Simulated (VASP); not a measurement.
Write the native input for VASP 6.6.1 that does the following.

| Item | Value |
| --- | --- |
| Task | single point |
| Functional | r2SCAN |
| Dispersion | rVV10 |
| Potentials or basis | VASP PAW PBE potentials, release 64 (Zn, S) |
| Cutoff | 520 eV |
| k mesh | 9 × 9 × 9 |
| Occupations | methfessel-paxton, width 0.025 eV |
| Spin | no spin polarisation |
| Dipole correction | no |
| Further INCAR settings | ALGO = Normal; EDIFF = 1e-07; NBANDS = 16 |

Crystal: ZnS.

```
CELL_PARAMETERS angstrom
0.00000 2.70200 2.70200
2.70200 0.00000 2.70200
2.70200 2.70200 0.00000
ATOMIC_POSITIONS crystal
Zn 0.75000 0.75000 0.75000
S 0.00000 0.00000 0.00000
```

The input as run:

POSCAR

```
ZnS
1.0
    0.0000000000      2.7020000000      2.7020000000
    2.7020000000      0.0000000000      2.7020000000
    2.7020000000      2.7020000000      0.0000000000
Zn S
1 1
Direct
    0.7500000000      0.7500000000      0.7500000000
    0.0000000000      0.0000000000      0.0000000000
```

INCAR.step1

```
PREC = Accurate ; ENCUT = 520
ISMEAR = 1 ; SIGMA = 0.025
LREAL = F ; LASPH = T
NELM = 100 ; NBANDS = 16
GGA = PE ; ALGO = Normal
EDIFF = 1E-4 ; LWAVE = T
LCHARG = F
```

INCAR.step2

```
PREC = Accurate ; ENCUT = 520
EDIFF = 1E-7 ; ISMEAR = 1
SIGMA = 0.025 ; LREAL = F
LASPH = T ; NELM = 100
ALGO = Normal ; ISIF = 2
LWAVE = F ; LCHARG = F
METAGGA = R2SCAN ; LMIXTAU = T
LUSE_VDW = T ; IVDW_NL = 2
BPARAM = 11.95 ; CPARAM = 0.0093
NBANDS = 16 ; ISTART = 1
```

KPOINTS

```
Automatic mesh
0
Gamma
  9 9 9
```

Potentials or basis: VASP PAW PBE potentials, release 64 (Zn, S).

The run is started by

```console
$ cat potpaw_PBE.64/Zn/POTCAR potpaw_PBE.64/S/POTCAR > POTCAR
$ cp INCAR.step1 INCAR
$ mpirun -np 1 vasp_std > vasp.out
$ cp INCAR.step2 INCAR
$ mpirun -np 1 vasp_std > vasp.out
```

It gave:

```json
{"Pressure": "-1.4 GPa", "Band gap on the k mesh": "2.62 eV"}
```

Caveat: the PAW data sets were made with another functional, which shifts forces and pressure a little.

Run time: 4.2 min on 1 thread of Intel Xeon 8259CL, on a shared host, peak memory 0.27 GiB.
